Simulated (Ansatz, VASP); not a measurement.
**Se3BrO in VASP and in Ansatz**

```
CELL_PARAMETERS angstrom
4.71414 0.00000 0.00000
0.00000 4.71414 0.00000
0.00000 0.00000 4.71414
ATOMIC_POSITIONS crystal
Se 0.50000 0.00000 0.50000
Se 0.00000 0.50000 0.50000
Se 0.50000 0.50000 0.00000
O 0.50000 0.50000 0.50000
Br 0.00000 0.00000 0.00000
```

Alike in both runs: task single point; functional PBE; k mesh 7 × 7 × 7; no spin polarisation.

|  | VASP | Ansatz |
| --- | --- | --- |
| version | VASP 6.6.1 | Ansatz 0.2.0 |
| potentials or method | VASP PAW PBE potentials, release 64 (Se, O, Br), cutoff 520 eV | PAW plane waves |
| occupations | fermi-dirac, width 0.1 eV | fermi-dirac |
| valence electrons in the cell | 31 | 61 |

```csv
,VASP,Ansatz,Ansatz less VASP
pressure (GPa),-3.2,-3.2,+0.04
```

VASP's potentials hold 31 valence electrons a cell and Ansatz's 61, so a difference there can come from the potentials and not from the codes.
